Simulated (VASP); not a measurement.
A run of VASP 6.6.1 is set up as follows.

File INCAR:

```
SYSTEM = SrO
  PREC = Accurate
  ENCUT = 520
  EDIFF = 1E-7
  ISMEAR = 0
  SIGMA = 0.05
  LREAL = .False.
  LASPH = .True.
  NELM = 100
  ALGO = Normal
  ISIF = 2
  LWAVE = .False.
  LCHARG = .True.
  GGA = PS
  LELF = .True.
  LVHAR = .True.
  NBANDS = 24
```

The input KPOINTS:

```
Automatic mesh
0
Gamma
  6 6 6
  0 0 0
```

POSCAR

```
SrO
1.0
    3.9334289643      0.0000000000      0.0000000000
   -1.9667144822      3.4064494071      0.0000000000
    0.0000000000      0.0000000000      4.9493711904
Sr O
2 2
Direct
    0.3333333333      0.6666666667      0.9381277000
    0.6666666667      0.3333333333      0.4381277000
    0.3333333333      0.6666666667      0.4368723000
    0.6666666667      0.3333333333      0.9368723000
```

Potentials or basis: VASP PAW PBE potentials, release 64 (Sr_sv, O).

The run is started by

```bash
$ cat potpaw_PBE.64/Sr_sv/POTCAR potpaw_PBE.64/O/POTCAR > POTCAR
$ mpirun -np 1 vasp_std > vasp.out
```

Estimate the band gap on the k mesh.

3.01 eV (least direct gap 3.20 eV).

What does it give for the pressure?

21.4 GPa.

Forces on the atoms (eV/Å):
```
Sr   0.000  0.000 -0.017
Sr   0.000  0.000 -0.017
O    0.000  0.000  0.017
O    0.000  0.000  0.017
```

Caveat: the cell differs from its parent crystal (strain -0.080 along x and y, -0.040 along z); the cell stands under pressure; the PAW data sets were made with another functional, which shifts forces and pressure a little. A k mesh can miss the band edges.
